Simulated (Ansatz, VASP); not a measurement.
**Cu: VASP beside Ansatz**

Contents of INCAR:

```
PREC     = Accurate       # precision mode
ENCUT    = 520            # plane-wave cutoff, eV
EDIFF    = 1E-6           # SCF threshold, eV
ISMEAR   = 0              # smearing method
SIGMA    = 0.15           # smearing width, eV
LREAL    = False          # projectors in reciprocal space
LASPH    = True           # aspherical terms in the spheres
NELM     = 100            # most SCF steps
ALGO     = Fast           # electronic algorithm
ISIF     = 2              # what is computed and relaxed
LWAVE    = False          # write WAVECAR
LCHARG   = False          # write CHGCAR
GGA      = PS             # functional
NBANDS   = 12             # bands
```

KPOINTS

```
regular mesh
0
Gamma
  28 28 28
```

POSCAR

```
Cu
1.0
    0.0000000000      1.7816860088      1.8707703092
    1.7816860088      0.0000000000      1.8707703092
    1.7816860088      1.7816860088      0.0000000000
Cu
1
Direct
    0.0000000000      0.0000000000      0.0000000000
```

Input for Ansatz:

```yaml
crystal:
  lattice:
    - [0.0, 1.7816860088, 1.8707703092]
    - [1.7816860088, 0.0, 1.8707703092]
    - [1.7816860088, 1.7816860088, 0.0]
  atoms:
    - { symbol: Cu, position: [0.0, 0.0, 0.0] }
basis:
  ecutwfc: 420
kpoints:
  mp_grid: { grid: [28, 28, 28] }
hamiltonian:
  xc: pbesol
scf:
  occupations: { method: gaussian, width: 0.15 }
output:
  forces: true
  stress: true
  eigenvalues: true
  write_density: true
  write_potential: true
  elf: true
  volumetric_format: npy
```

Change from the starting cell: strain +0.000 along x and y, +0.050 along z, atoms carried along.

Alike in both runs: task single point; functional PBEsol; k mesh 28 × 28 × 28; occupations gaussian, width 0.15 eV; no spin polarisation.

|  | VASP | Ansatz |
| --- | --- | --- |
| version | VASP 6.6.1 | Ansatz 0.2.0 |
| potentials or method | VASP PAW PBE potentials, release 64 (Cu), cutoff 520 eV | scalar-relativistic, plane waves, PAW |
| valence electrons in the cell | 11 | 19 |

```tsv
	VASP	Ansatz	Ansatz less VASP
gap on the k mesh at the Fermi level (eV)	none	none	-
pressure (GPa)	-6.6	-7.2	-0.60
traceless stress, the component that is largest in VASP (GPa)	-2.21	-2.23	-0.018
```

VASP's potentials were made for PBE, not for PBEsol. A gap of «none» marks a metal or a gap that the smearing closes. VASP's potentials hold 11 valence electrons a cell and Ansatz's 19, so a difference there can come from the potentials and not from the codes.
